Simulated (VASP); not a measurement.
# ScCo2Si2 (I4/mmm) in VASP: single point with LDA

Aim: the single point of ScCo2Si2 with LDA.

All numbers are computed with VASP 6.6.1; they aren't measurements. Logs are shortened: lines on timing, memory, paths and dates and some standing lists are left out, and cuts for length are marked.

### Step 1. The cell of the first run

It takes space group I4/mmm (No. 139, tetragonal). Conventional cell: a = 3.694 Å, b = 3.694 Å, c = 9.447 Å, α = 90.00°, β = 90.00°, γ = 90.00°. Sc (site symmetry 4/mmm) has 10 Si at 2.86 to 3.55 Å and 8 Co at 3.00 Å and 4 Sc at 3.69 Å within 3.8 Å. Co (site symmetry -4m2) has 4 Si at 2.20 Å and 4 Co at 2.61 Å and 4 Sc at 3.00 Å within 3.0 Å. Within 2.9 Å of Si (site symmetry 4mm) lie 4 Co at 2.20 Å and 1 Si at 2.35 Å and 4 Sc at 2.86 Å.

### Step 2. Single point, LDA

File INCAR:

```
PREC = Accurate ; ENCUT = 520
EDIFF = 1E-7 ; ISMEAR = 0
SIGMA = 0.1 ; LREAL = F
LASPH = T ; NELM = 100
ALGO = Normal ; ISIF = 2
LWAVE = F ; LCHARG = F
NBANDS = 26
```

File KPOINTS:

```
Automatic mesh
0
Gamma
  14 14 14
```

File POSCAR:

```
ScCo2Si2
1.0
   -1.8469017644      1.8469017644      4.7237184552
    1.8469017644     -1.8469017644      4.7237184552
    1.8469017644      1.8469017644     -4.7237184552
Sc Co Si
1 2 2
Direct
    0.0000000000      0.0000000000      0.0000000000
    0.2500000000      0.7500000000      0.5000000000
    0.7500000000      0.2500000000      0.5000000000
    0.6242195129      0.6242195129      0.0000000000
    0.3757804871      0.3757804871      0.0000000000
```

Potentials or basis: VASP PAW LDA potentials, release 64 (Sc_sv, Co, Si).

Run with:

```bash
$ cat potpaw_LDA.64/Sc_sv/POTCAR potpaw_LDA.64/Co/POTCAR potpaw_LDA.64/Si/POTCAR > POTCAR
$ mpirun -np 1 vasp_std > vasp.out
```

OUTCAR:

```text
PREC = Accurate
   ENCUT = 520
   EDIFF = 1E-7
   ISMEAR = 0
   LREAL = F
   LASPH = T
   NELM = 100
   ISIF = 2

 ion  position               nearest neighbor table
   1  0.000  0.000  0.000-   4 2.86   4 2.86   4 2.86   5 2.86   4 2.86   5 2.86   5 2.86   5 2.86
                             2 3.00   3 3.00   3 3.00   2 3.00   3 3.00   2 3.00   2 3.00   3 3.00
   2  0.250  0.750  0.500-   4 2.20   5 2.20   5 2.20   4 2.20   3 2.61   3 2.61   3 2.61   3 2.61
                             1 3.00   1 3.00   1 3.00   1 3.00
   3  0.750  0.250  0.500-   4 2.20   5 2.20   5 2.20   4 2.20   2 2.61   2 2.61   2 2.61   2 2.61
                             1 3.00   1 3.00   1 3.00   1 3.00
   4  0.624  0.624  0.000-   2 2.20   3 2.20   2 2.20   3 2.20   5 2.35   1 2.86   1 2.86   1 2.86
                             1 2.86
   5  0.376  0.376  0.000-   2 2.20   3 2.20   2 2.20   3 2.20   4 2.35   1 2.86   1 2.86   1 2.86
                             1 2.86

  LATTYP: Found a body centered tetragonal cell.
 ALAT       =     3.6938035288
 C/A-ratio  =     2.5576446708

  Lattice vectors:

 A1 = (  -1.8469017644,   1.8469017644,   4.7237184552)
 A2 = (   1.8469017644,  -1.8469017644,   4.7237184552)
 A3 = (   1.8469017644,   1.8469017644,  -4.7237184552)

Analysis of symmetry for initial positions (statically):
=====================================================================
 Subroutine PRICEL returns:
 Original cell was already a primitive cell.

 Routine SETGRP: Setting up the symmetry group for a
 body centered tetragonal supercell.

 Subroutine GETGRP returns: Found 16 space group operations
 (whereof 16 operations were pure point group operations)
 out of a pool of 16 trial point group operations.

The static configuration has the point symmetry D_4h.

Analysis of symmetry for dynamics (positions and initial velocities):
=====================================================================
 Subroutine PRICEL returns:
 Original cell was already a primitive cell.

 Routine SETGRP: Setting up the symmetry group for a
 body centered tetragonal supercell.

 Subroutine GETGRP returns: Found 16 space group operations
 (whereof 16 operations were pure point group operations)
 out of a pool of 16 trial point group operations.

The dynamic configuration has the point symmetry D_4h.

 Subroutine INISYM returns: Found 16 space group operations
 (whereof 16 operations are pure point group operations),
 and found     1 'primitive' translations

----------------------------------------------------------------------------------------

                                     Primitive cell

  volume of cell :      64.4513

  direct lattice vectors                    reciprocal lattice vectors
    -1.846901764  1.846901764  4.723718455     0.000000000  0.270723657  0.105848815
     1.846901764 -1.846901764  4.723718455     0.270723657  0.000000000  0.105848815
     1.846901764  1.846901764 -4.723718455     0.270723657  0.270723657  0.000000000

  length of vectors
     5.397741037  5.397741037  5.397741037     0.290680701  0.290680701  0.382861068

  position of ions in fractional coordinates (direct lattice)
     0.000000000  0.000000000  0.000000000
     0.250000000  0.750000000  0.500000000
     0.750000000  0.250000000  0.500000000
     0.624219513  0.624219513  0.000000000
     0.375780487  0.375780487  0.000000000

  ion indices of the primitive-cell ions
   primitive index   ion index
                 1           1
                 2           2
                 3           3
                 4           4
                 5           5

----------------------------------------------------------------------------------------

 KPOINTS: Automatic mesh

Automatic generation of k-mesh.
 Grid dimensions read from file:
 generate k-points for:   14   14   14

 Generating k-lattice:

  Cartesian coordinates                     Fractional coordinates (reciprocal lattice)
     0.000000000  0.019337404  0.007560630     0.071428571  0.000000000 -0.000000000
     0.019337404  0.000000000  0.007560630     0.000000000  0.071428571 -0.000000000
     0.019337404  0.019337404  0.000000000     0.000000000  0.000000000  0.071428571

  Length of vectors
     0.020762907  0.020762907  0.027347219

  Shift w.r.t. Gamma in fractional coordinates (k-lattice)
     0.000000000  0.000000000  0.000000000

 Subroutine IBZKPT returns following result:
 ===========================================

 Found    244 irreducible k-points:

 Following reciprocal coordinates:
            Coordinates               Weight
  0.000000  0.000000  0.000000      1.000000
  0.071429  0.000000 -0.000000      8.000000
  0.142857 -0.000000  0.000000      8.000000
  0.214286  0.000000  0.000000      8.000000
  0.285714 -0.000000  0.000000      8.000000
  0.357143  0.000000 -0.000000      8.000000
[... 16 lines left out ...]
  0.214286  0.142857  0.000000     16.000000
  0.285714  0.142857  0.000000     16.000000
 [... further k-points ...]
   k-points           NKPTS =    244   k-points in BZ     NKDIM =    244   number of bands    NBANDS=     26
   number of dos      NEDOS =    301   number of ions     NIONS =      5
   total plane-waves  NPLWV =  64000
   dimension x,y,z NGX =    40 NGY =   40 NGZ =   40
   dimension x,y,z NGXF=    80 NGYF=   80 NGZF=   80
   ions per type =               1   2   2
   NGX,Y,Z   is equivalent  to a cutoff of  12.32, 12.32, 12.32 a.u.
   NGXF,Y,Z  is equivalent  to a cutoff of  24.64, 24.64, 24.64 a.u.
 SYSTEM =  unknown system
   PREC   = accura    normal or accurate (medium, high low for compatibility)
   ISTART =      0    job   : 0-new  1-cont  2-samecut
   ICHARG =      2    charge: 1-file 2-atom 10-const
   ISPIN  =      1    spin polarized calculation?
   LNONCOLLINEAR =      F non collinear calculations
   LSORBIT =      F    spin-orbit coupling
   LASPH  =      T    aspherical Exc in radial PAW
   ENCUT  =  520.0 eV  38.22 Ry    6.18 a.u.  10.04 10.04 10.04*2*pi/ulx,y,z
   NELM   =    100;   NELMIN=  2; NELMDL= -5     # of ELM steps
   EDIFF  = 0.1E-06   stopping-criterion for ELM
   LREAL  =      F    real-space projection
   EDIFFG = 0.1E-05   stopping-criterion for IOM
   NSW    =      0    number of steps for IOM
   IBRION =     -1    ionic relax: 0-MD 1-quasi-New 2-CG
   NFREE  =      0    steps in history (QN), initial steepest desc. (CG)
   ISIF   =      2    stress and relaxation
   ISYM   =      2    0-nonsym 1-usesym 2-fastsym
   POTIM  = 0.5000    time-step for ionic-motion
   TEBEG  =    0.0;   TEEND  =   0.0 temperature during run
   PSTRESS=    0.0 pullay stress
   NELECT =      37.0000    total number of electrons
   NUPDOWN=      -1.0000    fix difference up-down
   EMIN   =  10.00;   EMAX   =-10.00  energy-range for DOS
   EFERMI =   0.00;   METHOD = LEGACY
   ISMEAR =     0;   SIGMA  =   0.10  broadening in eV -4-tet -1-fermi 0-gaus
   EFERMI_NEDOS =   21; number of points for ismear=-14 and -15
   IALGO  =     38    algorithm
   IMIX   =      4    mixing-type and parameters
     AMIX     =   0.40;   BMIX     =  1.00
     AMIX_MAG =   1.60;   BMIX_MAG =  1.00
  volume/ion in A,a.u.               =      12.89        86.99
  Fermi-wavevector in a.u.,A,eV,Ry     =   1.360603  2.571168 25.187670  1.851242
  Thomas-Fermi vector in A             =   2.487251
   LORBIT       =      0    0 simple, 1 ext, 2 COOP (PROOUT), +10 PAW based schemes
   GGA     = CA    functional components
   LHFCALC =     F    Hartree Fock is set to
   AEXX    =    0.0000 exact exchange contribution
   IVDW    =     0    specifies the selected vdW correction
   LEPSILON=     F    determine dielectric tensor
   LRPA    =     F    only Hartree local field effects (RPA)
 non-spin polarized calculation
 Gauss-broadening in eV      SIGMA  =   0.10
  energy-cutoff  :      520.00
  volume of cell :       64.45
 maximum number of plane-waves:      1766
   NGX = 21   NGY = 21   NGZ = 21

 number of electron      37.0000002 magnetization

 Free energy of the ion-electron system (eV)
  ---------------------------------------------------
  ext. energy  EPLUGINS =         0.00000000
  ---------------------------------------------------
  free energy    TOTEN  =       -39.45064109 eV

  energy without entropy =      -39.43704693  energy(sigma->0) =      -39.44384401

 E-fermi :   9.1950     XC(G=0): -12.3273

 val. band max:        9.1945461520   @ k =  -0.3571   0.4286   0.1429
 cond. band min:       9.1954066187   @ k =   0.5000   0.5000   0.2143
 fundamental gap:      0.0008604666
 Fermi energy:         9.1950394615

 k-point     1 :       0.0000    0.0000    0.0000
  band No.  band energies     occupation
      1     -39.5166      2.00000
      2     -18.5033      2.00000
      3     -18.4965      2.00000
      4     -18.4965      2.00000
      5      -2.3600      2.00000
      6       2.3752      2.00000
[... 18 lines left out ...]
     25      13.4835      0.00000
     26      13.4835      0.00000

 k-point     2 :       0.0714    0.0000   -0.0000
  band No.  band energies     occupation
      1     -39.5163      2.00000
      2     -18.5029      2.00000
      3     -18.5007      2.00000
      4     -18.4961      2.00000
      5      -2.2989      2.00000
      6       2.2914      2.00000
[... 18 lines left out ...]
     25      13.2718      0.00000
     26      13.4979      0.00000

 k-point     3 :       0.1429   -0.0000    0.0000
  band No.  band energies     occupation
      1     -39.5156      2.00000
      2     -18.5125      2.00000
      3     -18.5019      2.00000
      4     -18.4949      2.00000
      5      -2.1187      2.00000
      6       2.1235      2.00000
[... 18 lines left out ...]
     25      13.0210      0.00000
     26      13.5678      0.00000

 k-point     4 :       0.2143    0.0000    0.0000
  band No.  band energies     occupation
      1     -39.5146      2.00000
      2     -18.5294      2.00000
      3     -18.5005      2.00000
      4     -18.4931      2.00000
      5      -1.8291      2.00000
      6       1.9373      2.00000
[... 18 lines left out ...]
     25      13.1528      0.00000
     26      13.8473      0.00000

 k-point     5 :       0.2857   -0.0000    0.0000
  band No.  band energies     occupation
      1     -39.5134      2.00000
      2     -18.5481      2.00000
      3     -18.4989      2.00000
      4     -18.4912      2.00000
      5      -1.4493      2.00000
      6       1.7324      2.00000
[... 18 lines left out ...]
     25      13.2411      0.00000
     26      14.3449      0.00000

 k-point     6 :       0.3571    0.0000   -0.0000
  band No.  band energies     occupation
      1     -39.5124      2.00000
      2     -18.5649      2.00000
      3     -18.4974      2.00000
      4     -18.4894      2.00000
      5      -1.0152      2.00000
      6       1.4883      2.00000
[... 427 lines left out ...]
 k-point    21 :      -0.0714    0.0714    0.0000
  band No.  band energies     occupation
      1     -39.5161      2.00000
      2     -18.5024      2.00000
      3     -18.5007      2.00000
      4     -18.4999      2.00000
      5      -2.2549      2.00000
      6       2.3707      2.00000
[... 18 lines left out ...]
     25      13.1579      0.00000
     26      13.3985      0.00000

 k-point    22 :       0.1429    0.1429    0.0000
  band No.  band energies     occupation
      1     -39.5146      2.00000
      2     -18.5118      2.00000
      3     -18.5094      2.00000
      4     -18.5009      2.00000
      5      -1.8254      2.00000
      6       1.7520      2.00000
[... 18 lines left out ...]
     25      13.3539      0.00000
     26      13.3903      0.00000

 k-point    23 :       0.2143    0.1429    0.0000
  band No.  band energies     occupation
      1     -39.5136      2.00000
      2     -18.5274      2.00000
      3     -18.5085      2.00000
      4     -18.4995      2.00000
      5      -1.5227      2.00000
      6       1.6002      2.00000
[... 18 lines left out ...]
     25      13.3536      0.00000
     26      13.6170      0.00000

 k-point    24 :       0.2857    0.1429    0.0000
  band No.  band energies     occupation
      1     -39.5125      2.00000
      2     -18.5457      2.00000
      3     -18.5063      2.00000
      4     -18.4979      2.00000
      5      -1.1432      2.00000
      6       1.4614      2.00000
[... 18 lines left out ...]
     25      13.3393      0.00000
     26      13.7966      0.00000

 [... further k-points ...]

------------------------ aborting loop because EDIFF is reached ----------------------------------------

  FORCE on cell =-STRESS in cart. coord.  units (eV):
  Direction    XX          YY          ZZ          XY          YZ          ZX
  --------------------------------------------------------------------------------------
  -------------------------------------------------------------------------------------
  Total        0.1806725      0.1806725      0.1154820      0.0000000     -0.0000000      0.0000000
  in kB        4.4912894      4.4912894      2.8707360      0.0000000     -0.0000000      0.0000000
  external PRESSURE =       3.9511049 kB  Pullay stress =       0.0000000 kB

 VOLUME and BASIS-vectors are now :
 -----------------------------------------------------------------------------
  energy-cutoff  :      520.00
  volume of cell :       64.45
      direct lattice vectors                 reciprocal lattice vectors
    -1.846901764  1.846901764  4.723718455     0.000000000  0.270723657  0.105848815
     1.846901764 -1.846901764  4.723718455     0.270723657  0.000000000  0.105848815
     1.846901764  1.846901764 -4.723718455     0.270723657  0.270723657  0.000000000

 POSITION                                       TOTAL-FORCE (eV/Angst)
 -----------------------------------------------------------------------------------
      0.00000      0.00000      0.00000        -0.000000     -0.000000      0.000000
      1.84690      0.00000      2.36186        -0.000000     -0.000000      0.000000
      0.00000      1.84690      2.36186        -0.000000     -0.000000      0.000000
      0.00000      0.00000      5.89727        -0.000000     -0.000000     -0.025963
      0.00000      0.00000      3.55016         0.000000      0.000000      0.025963
 -----------------------------------------------------------------------------------
    total drift:                                0.000000     -0.000000     -0.000000

  FREE ENERGIE OF THE ION-ELECTRON SYSTEM (eV)
  ---------------------------------------------------
  free  energy   TOTEN  =       -39.4506410929 eV

  energy  without entropy=      -39.4370469281  energy(sigma->0) =      -39.44384401
```

Run time: 13 min. Hardware: 1 thread of Intel Xeon Platinum 8175M at 2.50GHz (Skylake/Cascade Lake), shared host; peak memory 0.51 GiB.

What came out:

- Free energy: -39.4506 eV
- Pressure: 0.4 GPa
- Largest force: 0.026 eV/Å
- Band gap on the k mesh: zero (an odd number of electrons rules out a gap without spin polarisation)

Forces in eV/Å, atoms in the order of the input:
```
Sc   0.000  0.000  0.000
Co   0.000  0.000  0.000
Co   0.000  0.000  0.000
Si   0.000  0.000 -0.026
Si   0.000  0.000  0.026
```

Stress tensor (GPa, compression positive):
```
0.45 0.00 0.00
0.00 0.45 0.00
0.00 0.00 0.29
```

Caveat: the run has no spin polarisation, though such a crystal can be magnetic.
